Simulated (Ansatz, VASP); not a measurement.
PbS: VASP beside Ansatz

```
CELL_PARAMETERS angstrom
3.65366 0.00000 0.00000
0.00000 3.65366 0.00000
0.00000 0.00000 3.65366
ATOMIC_POSITIONS crystal
Pb 0.91286 0.05341 0.99060
S 0.50000 0.50000 0.50000
```

Change from the starting cell: one atom moved.

Alike in both runs: task single point; functional PBEsol; k mesh 10 × 10 × 10; occupations gaussian, width 0.1 eV; no spin polarisation.

|  | VASP | Ansatz |
| --- | --- | --- |
| version | VASP 6.6.1 | Ansatz 0.2.0 |
| potentials or method | VASP PAW PBE potentials, release 64 (Pb_d, S), cutoff 520 eV | scalar-relativistic, plane waves, PAW |
| valence electrons in the cell | 20 | 20 |

VASP gave:

```
gap on the k mesh at the Fermi level (eV)                     : none
pressure (GPa)                                                : -1.6
traceless stress, the component that is largest in VASP (GPa) : 0.70
rms of the force components (eV/Å)                            : 0.108
```

Question: Which values does Ansatz return?

Answer: gap on the k mesh at the Fermi level (eV): none; pressure (GPa): -1.6; traceless stress, the component that is largest in VASP (GPa): 0.71; rms of the force components (eV/Å): 0.108.

VASP's potentials were made for PBE, not for PBEsol. Atom by atom the forces differ by 0.001 eV/Å (rms over components). A gap of «none» marks a metal or a gap that the smearing closes.

Neither program's run includes spin-orbit coupling.
